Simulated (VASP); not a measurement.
## Pt: single point with PBEsol

The system is Pt.

```
CELL_PARAMETERS angstrom
0.00000 1.72329 1.72329
1.72329 0.00000 1.72329
1.72329 1.72329 0.00000
ATOMIC_POSITIONS crystal
Pt 0.00000 0.00000 0.00000
```

This cell differs from its parent crystal: volume scaled by 0.68.

```
Program             : VASP 6.6.1
Task                : single point
Functional          : PBEsol
Potentials or basis : VASP PAW PBE potentials, release 64 (Pt)
Cutoff              : 520 eV
k mesh              : 18 × 18 × 18
Occupations         : fermi-dirac, width 0.08 eV
Spin                : no spin polarisation
```

| Item | Value |
| --- | --- |
| Pressure | 302.9 GPa |
| Band gap on the k mesh | zero (band 5 reaches 21.48 eV, above the bottom of band 6 at 17.05 eV) |

Levels at points of the mesh, in eV from the Fermi level:
```
           k point  band 2  band 3  band 4  band 5  band 6  band 7  band 8  band 9
(0.00, 0.00, 0.00)   -7.09   -7.09   -7.09   -3.04   -3.04   12.32   19.71   19.71
(0.50, 0.00, 0.00)   -7.29   -7.29   -2.13    0.15    0.15    9.69   12.10   20.97
(0.50, 0.50, 0.00)  -12.12    0.13    1.06    1.06    1.20   12.39   12.39   14.24
```

Wall time 9.9 s on 1 thread of Intel(R) Xeon(R) 6975P-C (Granite Rapids), with other jobs on the host, peak memory 0.13 GiB.

Caveat: the PAW data sets were made with another functional, which shifts forces and pressure a little; spin-orbit coupling is left out, which moves the levels of the heavy elements.
